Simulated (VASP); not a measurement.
# CsI (Pm-3m) in VASP: notebook, part 2 of 2

VASP 6.6.1. Earlier steps stand in the parts before.

**4. Single point, r2SCAN**

This run uses another cell than the first one, of 45.24 Å³/atom, 1.056 times its volume.

Contents of POSCAR:

```
CsI
1.0
    4.4892833493      0.0000000000      0.0000000000
    0.0000000000      4.4892833493      0.0000000000
    0.0000000000      0.0000000000      4.4892833493
Cs I
1 1
Direct
    0.0000000000      0.0000000000      0.0000000000
    0.5000000000      0.5000000000      0.5000000000
```

Contents of INCAR.step1:

```
SYSTEM = CsI
PREC     = Accurate       ! precision mode
ENCUT    = 550            ! plane-wave cutoff, eV
ISMEAR   = -1             ! smearing method
SIGMA    = 0.15           ! smearing width, eV
LREAL    = .False.        ! projectors in reciprocal space
LASPH    = .True.         ! aspherical terms in the spheres
NELM     = 120            ! most SCF steps
NBANDS   = 15             ! bands
GGA      = PE             ! functional
ALGO     = Normal         ! electronic algorithm
EDIFF    = 1E-5           ! SCF threshold, eV
LWAVE    = .True.         ! write WAVECAR
LCHARG   = .False.        ! write CHGCAR
GGA_COMPAT= .False.
```

Contents of INCAR.step2:

```
SYSTEM = CsI
PREC     = Accurate       ! precision mode
ENCUT    = 550            ! plane-wave cutoff, eV
EDIFF    = 1E-6           ! SCF threshold, eV
ISMEAR   = -1             ! smearing method
SIGMA    = 0.15           ! smearing width, eV
LREAL    = .False.        ! projectors in reciprocal space
LASPH    = .True.         ! aspherical terms in the spheres
NELM     = 120            ! most SCF steps
ALGO     = Normal         ! electronic algorithm
ISIF     = 2              ! what is computed and relaxed
LWAVE    = .False.        ! write WAVECAR
LCHARG   = .False.        ! write CHGCAR
METAGGA  = R2SCAN         ! meta-GGA
LMIXTAU  = .True.       
NBANDS   = 15             ! bands
ISTART   = 1            
GGA_COMPAT= .False.
```

Contents of KPOINTS:

```
regular mesh
0
Gamma
  4 4 4
  0 0 0
```

On the command line:

```
cat potpaw_PBE.64/Cs_sv/POTCAR potpaw_PBE.64/I/POTCAR > POTCAR
cp INCAR.step1 INCAR
mpirun -np 1 vasp_std > vasp.out
cp INCAR.step2 INCAR
mpirun -np 1 vasp_std > vasp.out
```

Wall time 56 s (1 thread of AMD EPYC 7R13 (Zen 3), shared host); peak memory 0.19 GiB.

It converged, with:

```
Free energy            : -53.0947 eV
Pressure               : 1.3 GPa
Band gap on the k mesh : 4.52 eV, indirect (least direct gap 4.60 eV)
```

Levels at points of the mesh, in eV from the valence-band top:
```csv
k point,band 5,band 6,band 7,band 8,band 9,band 10,band 11,band 12
"(0.00, 0.00, 0.00)",-7.23,-0.08,-0.08,-0.08,4.52,4.52,4.80,8.50
"(0.50, 0.00, 0.00)",-7.15,-1.68,-0.27,-0.27,5.63,7.32,7.39,7.58
"(0.50, 0.50, 0.00)",-7.10,-0.91,-0.91,0.00,4.75,5.54,6.67,6.67
"(0.50, 0.50, 0.50)",-7.52,-1.45,-1.45,-1.45,7.93,7.93,7.93,8.78
```

Caveat: the PAW data sets were made with another functional, which shifts forces and pressure a little; spin-orbit coupling is left out, which moves the levels of the heavy elements.

**5. Single point, r2SCAN**

This run uses another cell than the first one, of 46.43 Å³/atom, 1.083 times its volume.

Contents of POSCAR:

```
CsI
1.0
    4.5283225553      0.0000000000      0.0000000000
    0.0000000000      4.5283225553      0.0000000000
    0.0000000000      0.0000000000      4.5283225553
Cs I
1 1
Direct
    0.0000000000      0.0000000000      0.0000000000
    0.5000000000      0.5000000000      0.5000000000
```

Contents of INCAR.step1:

```
PREC = Accurate
ENCUT = 550
ISMEAR = -1
SIGMA = 0.15
LREAL = False
LASPH = True
NELM = 120
NBANDS = 15
GGA = PE
ALGO = Normal
EDIFF = 1E-5
LWAVE = True
LCHARG = False
GGA_COMPAT = False
```

Contents of INCAR.step2:

```
PREC = Accurate
ENCUT = 550
EDIFF = 1E-6
ISMEAR = -1
SIGMA = 0.15
LREAL = False
LASPH = True
NELM = 120
ALGO = Normal
ISIF = 2
LWAVE = False
LCHARG = True
METAGGA = R2SCAN
LMIXTAU = True
LELF = True
LVHAR = True
NBANDS = 15
ISTART = 1
GGA_COMPAT = False
```

Contents of KPOINTS:

```
regular mesh
0
Gamma
  4 4 4
```

On the command line:

```
cat potpaw_PBE.64/Cs_sv/POTCAR potpaw_PBE.64/I/POTCAR > POTCAR
cp INCAR.step1 INCAR
mpirun -np 1 vasp_std > vasp.out
cp INCAR.step2 INCAR
mpirun -np 1 vasp_std > vasp.out
```

Run time: 54 s. Hardware: 1 thread of AMD EPYC 7R13 (Zen 3), shared host; peak memory 0.19 GiB.

Results (log left out):

```
Free energy            : -53.1103 eV
Pressure               : 0.8 GPa
Band gap on the k mesh : 4.57 eV, indirect (least direct gap 4.65 eV)
```

Levels at points of the mesh, in eV from the valence-band top:
```tsv
k point	band 6	band 7	band 8	band 9	band 10	band 11
(0.00, 0.00, 0.00)	-0.08	-0.08	-0.08	4.57	4.57	4.70
(0.50, 0.00, 0.00)	-1.61	-0.25	-0.25	5.64	7.27	7.33
(0.50, 0.50, 0.00)	-0.89	-0.89	0.00	4.75	5.53	6.67
(0.50, 0.50, 0.50)	-1.38	-1.38	-1.38	7.83	7.83	7.83
```

Caveat: the PAW data sets were made with another functional, which shifts forces and pressure a little; spin-orbit coupling is left out, which moves the levels of the heavy elements. A k mesh can miss the band edges.

**6. Single point, r2SCAN**

This run uses another cell than the first one, of 47.62 Å³/atom, 1.111 times its volume.

Contents of POSCAR:

```
CsI
1.0
    4.5667000000      0.0000000000      0.0000000000
    0.0000000000      4.5667000000      0.0000000000
    0.0000000000      0.0000000000      4.5667000000
Cs I
1 1
Direct
    0.0000000000      0.0000000000      0.0000000000
    0.5000000000      0.5000000000      0.5000000000
```

Contents of INCAR.step1:

```
ALGO     = Normal         # electronic algorithm
EDIFF    = 1E-5           # SCF threshold, eV
ENCUT    = 550            # plane-wave cutoff, eV
GGA      = PE             # functional
GGA_COMPAT= F            
ISMEAR   = -1             # smearing method
LASPH    = T              # aspherical terms in the spheres
LCHARG   = F              # write CHGCAR
LREAL    = F              # projectors in reciprocal space
LWAVE    = T              # write WAVECAR
NBANDS   = 15             # bands
NELM     = 120            # most SCF steps
PREC     = Accurate       # precision mode
SIGMA    = 0.15           # smearing width, eV
```

Contents of INCAR.step2:

```
ALGO     = Normal         # electronic algorithm
EDIFF    = 1E-6           # SCF threshold, eV
ENCUT    = 550            # plane-wave cutoff, eV
GGA_COMPAT= F            
ISIF     = 2              # what is computed and relaxed
ISMEAR   = -1             # smearing method
ISTART   = 1            
LASPH    = T              # aspherical terms in the spheres
LCHARG   = F              # write CHGCAR
LMIXTAU  = T            
LREAL    = F              # projectors in reciprocal space
LWAVE    = F              # write WAVECAR
METAGGA  = R2SCAN         # meta-GGA
NBANDS   = 15             # bands
NELM     = 120            # most SCF steps
PREC     = Accurate       # precision mode
SIGMA    = 0.15           # smearing width, eV
```

Contents of KPOINTS:

```
k-points
0
Gamma
  4 4 4
```

Potentials or basis: VASP PAW PBE potentials, release 64 (Cs_sv, I).

On the command line:

```
cat potpaw_PBE.64/Cs_sv/POTCAR potpaw_PBE.64/I/POTCAR > POTCAR
cp INCAR.step1 INCAR
mpirun -np 1 vasp_std > vasp.out
cp INCAR.step2 INCAR
mpirun -np 1 vasp_std > vasp.out
```

Run time: 50 s. Hardware: 1 thread of AMD EPYC 7R13 (Zen 3), shared host; peak memory 0.19 GiB.

Results (log left out):

| Property | Result |
| --- | --- |
| Free energy | -53.1197 eV |
| Pressure | 0.4 GPa |
| Band gap on the k mesh | 4.60 eV, indirect (least direct gap 4.69 eV) |

Levels at points of the mesh, in eV from the valence-band top:
```
           k point  band 6  band 7  band 8  band 9  band 10  band 11
(0.00, 0.00, 0.00)   -0.09   -0.09   -0.09    4.60     4.61     4.61
(0.50, 0.00, 0.00)   -1.55   -0.24   -0.24    5.65     7.15     7.34
(0.50, 0.50, 0.00)   -0.88   -0.88    0.00    4.75     5.52     6.67
(0.50, 0.50, 0.50)   -1.32   -1.32   -1.32    7.75     7.75     7.75
```

Caveat: the PAW data sets were made with another functional, which shifts forces and pressure a little; spin-orbit coupling is left out, which moves the levels of the heavy elements. r2SCAN opens gaps a little over a GGA but as a rule still falls short of measured ones.

**7. Summary**

| cell | gap on the mesh (eV) | pressure (GPa) |
| --- | --- | --- |
| a = 4.409 Å, 2 atoms | 4.42 | 2.4 |
| a = 4.450 Å, 2 atoms | 4.47 | 1.8 |
| a = 4.489 Å, 2 atoms | 4.52 | 1.3 |
| a = 4.528 Å, 2 atoms | 4.57 | 0.8 |
| a = 4.567 Å, 2 atoms | 4.60 | 0.4 |

Alike in all rows: task single point; level r2SCAN; potentials or basis VASP PAW PBE potentials, release 64 (Cs_sv, I); no spin polarisation; k mesh 4 × 4 × 4; cutoff (eV) 550; smearing fermi-dirac 0.15 eV.

Caveats: the PAW data sets were made with another functional, which shifts forces and pressure a little; spin-orbit coupling is left out, which moves the levels of the heavy elements.

Absolute energies hang on the potentials; compare differences alone.
